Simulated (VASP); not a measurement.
# Ba (Im-3m) in VASP: notebook, part 2 of 3

VASP 6.6.1.

### Step 3. Single point, RPBE

Contents of INCAR:

```
SYSTEM = Ba
  PREC = Accurate
  ENCUT = 520
  EDIFF = 1E-7
  ISMEAR = 0
  SIGMA = 0.1
  LREAL = .False.
  LASPH = .True.
  NELM = 60
  ALGO = Normal
  ISIF = 2
  LWAVE = .False.
  LCHARG = .True.
  GGA = RP
  LELF = .True.
  LVHAR = .True.
  NBANDS = 11
```

Contents of KPOINTS:

```
Automatic mesh
0
Gamma
  8 8 8
  0 0 0
```

Contents of POSCAR:

```
Ba
1.0
   -2.5065000000      2.5065000000      2.5065000000
    2.5065000000     -2.5065000000      2.5065000000
    2.5065000000      2.5065000000     -2.5065000000
Ba
1
Direct
    0.0000000000      0.0000000000      0.0000000000
```

Potentials or basis: VASP PAW PBE potentials, release 64 (Ba_sv).

Command:

```
cat potpaw_PBE.64/Ba_sv/POTCAR > POTCAR
mpirun -np 1 vasp_std > vasp.out
```

OUTCAR:

```text
SYSTEM = Ba
   PREC = Accurate
   ENCUT = 520
   EDIFF = 1E-7
   ISMEAR = 0
   LREAL = .False.
   LASPH = .True.
   NELM = 60
   ISIF = 2
   GGA = RP

 ion  position               nearest neighbor table
   1  0.000  0.000  0.000-

  LATTYP: Found a body centered cubic cell.
 ALAT       =     5.0130000000

  Lattice vectors:

 A1 = (  -2.5065000000,   2.5065000000,   2.5065000000)
 A2 = (   2.5065000000,  -2.5065000000,   2.5065000000)
 A3 = (   2.5065000000,   2.5065000000,  -2.5065000000)

Analysis of symmetry for initial positions (statically):
=====================================================================
 Subroutine PRICEL returns:
 Original cell was already a primitive cell.

 Routine SETGRP: Setting up the symmetry group for a
 body centered cubic supercell.

 Subroutine GETGRP returns: Found 48 space group operations
 (whereof 48 operations were pure point group operations)
 out of a pool of 48 trial point group operations.

The static configuration has the point symmetry O_h .

Analysis of symmetry for dynamics (positions and initial velocities):
=====================================================================
 Subroutine PRICEL returns:
 Original cell was already a primitive cell.

 Routine SETGRP: Setting up the symmetry group for a
 body centered cubic supercell.

 Subroutine GETGRP returns: Found 48 space group operations
 (whereof 48 operations were pure point group operations)
 out of a pool of 48 trial point group operations.

The dynamic configuration has the point symmetry O_h .

 Subroutine INISYM returns: Found 48 space group operations
 (whereof 48 operations are pure point group operations),
 and found     1 'primitive' translations

----------------------------------------------------------------------------------------

                                     Primitive cell

  volume of cell :      62.9888

  direct lattice vectors                    reciprocal lattice vectors
    -2.506500000  2.506500000  2.506500000     0.000000000  0.199481348  0.199481348
     2.506500000 -2.506500000  2.506500000     0.199481348  0.000000000  0.199481348
     2.506500000  2.506500000 -2.506500000     0.199481348  0.199481348  0.000000000

  length of vectors
     4.341385349  4.341385349  4.341385349     0.282109228  0.282109228  0.282109228

  position of ions in fractional coordinates (direct lattice)
     0.000000000  0.000000000  0.000000000

  ion indices of the primitive-cell ions
   primitive index   ion index
                 1           1

----------------------------------------------------------------------------------------

 KPOINTS: Automatic mesh

Automatic generation of k-mesh.
 Grid dimensions read from file:
 generate k-points for:    8    8    8

 Generating k-lattice:

  Cartesian coordinates                     Fractional coordinates (reciprocal lattice)
     0.000000000  0.024935169  0.024935169     0.125000000  0.000000000  0.000000000
     0.024935169  0.000000000  0.024935169     0.000000000  0.125000000  0.000000000
     0.024935169  0.024935169  0.000000000     0.000000000  0.000000000  0.125000000

  Length of vectors
     0.035263654  0.035263654  0.035263654

  Shift w.r.t. Gamma in fractional coordinates (k-lattice)
     0.000000000  0.000000000  0.000000000

 Subroutine IBZKPT returns following result:
 ===========================================

 Found     29 irreducible k-points:

 Following reciprocal coordinates:
            Coordinates               Weight
  0.000000  0.000000  0.000000      1.000000
  0.125000  0.000000  0.000000     12.000000
  0.250000  0.000000  0.000000     12.000000
  0.375000  0.000000  0.000000     12.000000
  0.500000  0.000000  0.000000      6.000000
  0.125000  0.125000  0.000000     24.000000
[... 16 lines left out ...]
 -0.250000  0.250000  0.250000      6.000000
 -0.375000  0.375000  0.250000     24.000000
 [... further k-points ...]
   k-points           NKPTS =     29   k-points in BZ     NKDIM =     29   number of bands    NBANDS=     11
   number of dos      NEDOS =    301   number of ions     NIONS =      1
   total plane-waves  NPLWV =  32768
   dimension x,y,z NGX =    32 NGY =   32 NGZ =   32
   dimension x,y,z NGXF=    64 NGYF=   64 NGZF=   64
   ions per type =               1
   NGX,Y,Z   is equivalent  to a cutoff of  12.25, 12.25, 12.25 a.u.
   NGXF,Y,Z  is equivalent  to a cutoff of  24.51, 24.51, 24.51 a.u.
 SYSTEM =  Ba
   PREC   = accura    normal or accurate (medium, high low for compatibility)
   ISTART =      0    job   : 0-new  1-cont  2-samecut
   ICHARG =      2    charge: 1-file 2-atom 10-const
   ISPIN  =      1    spin polarized calculation?
   LNONCOLLINEAR =      F non collinear calculations
   LSORBIT =      F    spin-orbit coupling
   LASPH  =      T    aspherical Exc in radial PAW
   ENCUT  =  520.0 eV  38.22 Ry    6.18 a.u.   8.07  8.07  8.07*2*pi/ulx,y,z
   NELM   =     60;   NELMIN=  2; NELMDL= -5     # of ELM steps
   EDIFF  = 0.1E-06   stopping-criterion for ELM
   LREAL  =      F    real-space projection
   EDIFFG = 0.1E-05   stopping-criterion for IOM
   NSW    =      0    number of steps for IOM
   IBRION =     -1    ionic relax: 0-MD 1-quasi-New 2-CG
   NFREE  =      0    steps in history (QN), initial steepest desc. (CG)
   ISIF   =      2    stress and relaxation
   ISYM   =      2    0-nonsym 1-usesym 2-fastsym
   POTIM  = 0.5000    time-step for ionic-motion
   TEBEG  =    0.0;   TEEND  =   0.0 temperature during run
   PSTRESS=    0.0 pullay stress
   NELECT =      10.0000    total number of electrons
   NUPDOWN=      -1.0000    fix difference up-down
   EMIN   =  10.00;   EMAX   =-10.00  energy-range for DOS
   EFERMI =   0.00;   METHOD = LEGACY
   ISMEAR =     0;   SIGMA  =   0.10  broadening in eV -4-tet -1-fermi 0-gaus
   EFERMI_NEDOS =   21; number of points for ismear=-14 and -15
   IALGO  =     38    algorithm
   IMIX   =      4    mixing-type and parameters
     AMIX     =   0.40;   BMIX     =  1.00
     AMIX_MAG =   1.60;   BMIX_MAG =  1.00
  volume/ion in A,a.u.               =      62.99       425.07
  Fermi-wavevector in a.u.,A,eV,Ry     =   0.886449  1.675146 10.691349  0.785792
  Thomas-Fermi vector in A             =   2.007617
   LORBIT       =      0    0 simple, 1 ext, 2 COOP (PROOUT), +10 PAW based schemes
   GGA     = RP    functional components
   LHFCALC =     F    Hartree Fock is set to
   AEXX    =    0.0000 exact exchange contribution
   IVDW    =     0    specifies the selected vdW correction
   LEPSILON=     F    determine dielectric tensor
   LRPA    =     F    only Hartree local field effects (RPA)
 non-spin polarized calculation
 Gauss-broadening in eV      SIGMA  =   0.10
  energy-cutoff  :      520.00
  volume of cell :       62.99
 maximum number of plane-waves:      1724
   NGX = 17   NGY = 17   NGZ = 17

 number of electron      10.0000000 magnetization

 number of electron       9.9999999 magnetization

 Free energy of the ion-electron system (eV)
  ---------------------------------------------------
  ext. energy  EPLUGINS =         0.00000000
  ---------------------------------------------------
  free energy    TOTEN  =        -1.68129470 eV

  energy without entropy =       -1.67693411  energy(sigma->0) =       -1.67911440

 E-fermi :   1.7284     XC(G=0):  -7.2975

 val. band max:        1.6686144871   @ k =  -0.3750   0.5000   0.2500
 cond. band min:       1.8894215736   @ k =   0.2500   0.2500   0.1250
 fundamental gap:      0.2208070865
 Fermi energy:         1.7284497106

 k-point     1 :       0.0000    0.0000    0.0000
  band No.  band energies     occupation
      1     -27.1632      2.00000
      2     -12.1269      2.00000
      3     -12.1269      2.00000
      4     -12.1269      2.00000
      5      -0.9784      2.00000
      6       3.6269      0.00000
      7       3.6269      0.00000
      8       3.6269      0.00000
      9       4.9905      0.00000
     10       4.9905      0.00000
     11       8.6752      0.00000

 k-point     2 :       0.1250    0.0000    0.0000
  band No.  band energies     occupation
      1     -27.1569      2.00000
      2     -12.1975      2.00000
      3     -12.1486      2.00000
      4     -12.1273      2.00000
      5      -0.6931      2.00000
      6       3.3995      0.00000
      7       3.4664      0.00000
      8       3.9217      0.00000
      9       4.7079      0.00000
     10       4.9784      0.00000
     11       8.9779      0.00000
[... 295 lines left out ...]
 k-point    24 :      -0.3750    0.3750    0.2500
  band No.  band energies     occupation
      1     -27.1099      2.00000
      2     -12.4634      2.00000
      3     -12.3351      2.00000
      4     -12.2939      2.00000
      5       1.4034      2.00000
      6       1.9809      0.00036
      7       3.6572      0.00000
      8       3.8777      0.00000
      9       5.3347      0.00000
     10       5.7356      0.00000
     11       8.8887      0.00000

 [... further k-points ...]
[... 5 lines left out ...]
  --------------------------------------------------------------------------------------
  -------------------------------------------------------------------------------------
  Total        0.2859101      0.2859101      0.2859101     -0.0000000      0.0000000     -0.0000000
  in kB        7.2723868      7.2723868      7.2723868     -0.0000000      0.0000000     -0.0000000
  external PRESSURE =       7.2723868 kB  Pullay stress =       0.0000000 kB

 VOLUME and BASIS-vectors are now :
 -----------------------------------------------------------------------------
  energy-cutoff  :      520.00
  volume of cell :       62.99
      direct lattice vectors                 reciprocal lattice vectors
    -2.506500000  2.506500000  2.506500000     0.000000000  0.199481348  0.199481348
     2.506500000 -2.506500000  2.506500000     0.199481348  0.000000000  0.199481348
     2.506500000  2.506500000 -2.506500000     0.199481348  0.199481348  0.000000000

 POSITION                                       TOTAL-FORCE (eV/Angst)
 -----------------------------------------------------------------------------------
      0.00000      0.00000      0.00000         0.000000     -0.000000      0.000000
 -----------------------------------------------------------------------------------
    total drift:                               -0.000000      0.000000     -0.000000

  FREE ENERGIE OF THE ION-ELECTRON SYSTEM (eV)
  ---------------------------------------------------
  free  energy   TOTEN  =        -1.6812946963 eV

  energy  without entropy=       -1.6769341106  energy(sigma->0) =       -1.67911440
```

OSZICAR:

```text
N       E                     dE             d eps       ncg     rms          rms(c)
DAV:   1     0.562405376741E+02    0.56241E+02   -0.43488E+03   638   0.758E+02
DAV:   2     0.932779942097E+00   -0.55308E+02   -0.54163E+02   786   0.137E+02
DAV:   3    -0.159630030395E+01   -0.25291E+01   -0.25176E+01   823   0.312E+01
DAV:   4    -0.167352277189E+01   -0.77222E-01   -0.77099E-01   847   0.483E+00
DAV:   5    -0.167592872036E+01   -0.24059E-02   -0.23957E-02   835   0.681E-01    0.165E+00
DAV:   6    -0.167813129441E+01   -0.22026E-02   -0.47106E-03   763   0.613E-01    0.983E-01
DAV:   7    -0.168093514458E+01   -0.28039E-02   -0.97632E-03   733   0.104E+00    0.523E-02
DAV:   8    -0.168127304359E+01   -0.33790E-03   -0.50592E-04   847   0.168E-01    0.386E-02
DAV:   9    -0.168129194803E+01   -0.18904E-04   -0.18873E-05   808   0.319E-02    0.650E-03
DAV:  10    -0.168129465731E+01   -0.27093E-05   -0.85465E-06   785   0.195E-02    0.143E-03
DAV:  11    -0.168129469632E+01   -0.39009E-07   -0.91096E-07   853   0.710E-03
   1 F= -.16812947E+01 E0= -.16791144E+01  d E =-.436059E-02
```

It used 19 s of CPU time on 1 thread of AMD EPYC 7R13 Processor (Zen 3) (shared host).

Results:

| Quantity | Value |
| --- | --- |
| Free energy | -1.6813 eV |
| Pressure | 0.7 GPa |
| Band gap on the k mesh | zero (band 5 reaches 2.28 eV, above the bottom of band 6 at 1.21 eV) |

Levels at points of the mesh, in eV from the Fermi level:
| k point | band 3 | band 4 | band 5 | band 6 | band 7 | band 8 |
| --- | --- | --- | --- | --- | --- | --- |
| (0.00, 0.00, 0.00) | -13.86 | -13.86 | -2.71 | 1.90 | 1.90 | 1.90 |
| (0.50, 0.00, 0.00) | -14.00 | -13.86 | -0.84 | 0.75 | 1.25 | 3.25 |
| (0.50, 0.50, 0.50) | -14.17 | -14.17 | -0.52 | -0.52 | 4.40 | 4.40 |

Caveat: the PAW data sets were made with another functional, which shifts forces and pressure a little; spin-orbit coupling is left out, which moves the levels of the heavy elements.

### Step 4. Single point, PBEsol+D3(BJ), collinear spin, ferromagnetic start

Contents of INCAR:

```
PREC = Accurate
ENCUT = 520
EDIFF = 1E-7
ISMEAR = -1
SIGMA = 0.05
LREAL = False
LASPH = True
NELM = 150
ALGO = Fast
ISIF = 2
LWAVE = False
LCHARG = True
ISPIN = 2
MAGMOM = 2
LORBIT = 11
NUPDOWN = 2.0
GGA = PS
IVDW = 12
LELF = True
LVHAR = True
NBANDS = 15
```

Contents of KPOINTS:

```
Automatic mesh
0
Gamma
  8 8 8
```

POSCAR is that of step 3.

Command:

```
cat potpaw_PBE.64/Ba_sv/POTCAR > POTCAR
mpirun -np 1 vasp_std > vasp.out
```

Wall time 89 s (1 thread of AMD EPYC 7R13 (Zen 3), shared host); peak memory 0.19 GiB.

Results (log left out):

```yaml
Free_energy: -1.8298 eV
Pressure: -1.2 GPa
Net_moment: 2.00 μB per cell
Site_moments: Ba +0.47 μB
Valence_electrons_inside_the_program's_atomic_spheres: Ba 7.93
Dispersion_energy_per_atom: -0.251 eV
```

Caveat: the PAW data sets were made with another functional, which shifts forces and pressure a little; spin-orbit coupling is left out, which moves the levels of the heavy elements; the total moment is fixed, so each spin has its own Fermi level.

### Step 5. Single point, PBEsol+D3(BJ)

This run uses another cell than the first one, of 53.09 Å³/atom, 0.843 times its volume.

Contents of INCAR:

```
SYSTEM = Ba
PREC = Accurate
ENCUT = 520
EDIFF = 1E-6
ISMEAR = -1
SIGMA = 0.05
LREAL = .False.
LASPH = .True.
NELM = 80
ALGO = Fast
ISIF = 2
LWAVE = .False.
LCHARG = .False.
GGA = PS
IVDW = 12
NBANDS = 11
```

Contents of KPOINTS:

```
Automatic mesh
0
Gamma
  8 8 8
  0 0 0
```

Contents of POSCAR:

```
Ba
1.0
   -2.3676273520      2.3676273520      2.3676273520
    2.3676273520     -2.3676273520      2.3676273520
    2.3676273520      2.3676273520     -2.3676273520
Ba
1
Direct
    0.0000000000      0.0000000000      0.0000000000
```

Command:

```
cat potpaw_PBE.64/Ba_sv/POTCAR > POTCAR
mpirun -np 1 vasp_std > vasp.out
```

Wall time 12 s (1 thread of Intel Xeon 6975P-C, shared host); peak memory 0.18 GiB.

The run converged. Its results:

- Free energy: -2.4423 eV
- Pressure: 0.1 GPa
- Band gap on the k mesh: zero (band 5 reaches 2.83 eV, above the bottom of band 6 at 1.32 eV)
- Dispersion energy per atom: -0.300 eV

Levels at points of the mesh, in eV from the Fermi level:
```tsv
k point	band 1	band 2	band 3	band 4	band 5	band 6	band 7	band 8	band 9	band 10
(0.00, 0.00, 0.00)	-28.53	-13.33	-13.33	-13.33	-2.76	2.06	2.06	2.06	3.75	3.75
(0.50, 0.00, 0.00)	-28.44	-14.12	-13.58	-13.34	-0.97	0.69	1.93	3.78	4.46	6.24
(0.50, 0.50, 0.50)	-28.38	-13.87	-13.87	-13.87	-0.75	-0.75	5.32	5.32	5.32	5.64
```

Caveat: the PAW data sets were made with another functional, which shifts forces and pressure a little; spin-orbit coupling is left out, which moves the levels of the heavy elements; pairwise dispersion overbinds metals, which lowers pressure and volume.

(Part 2 of 3 ends here.)
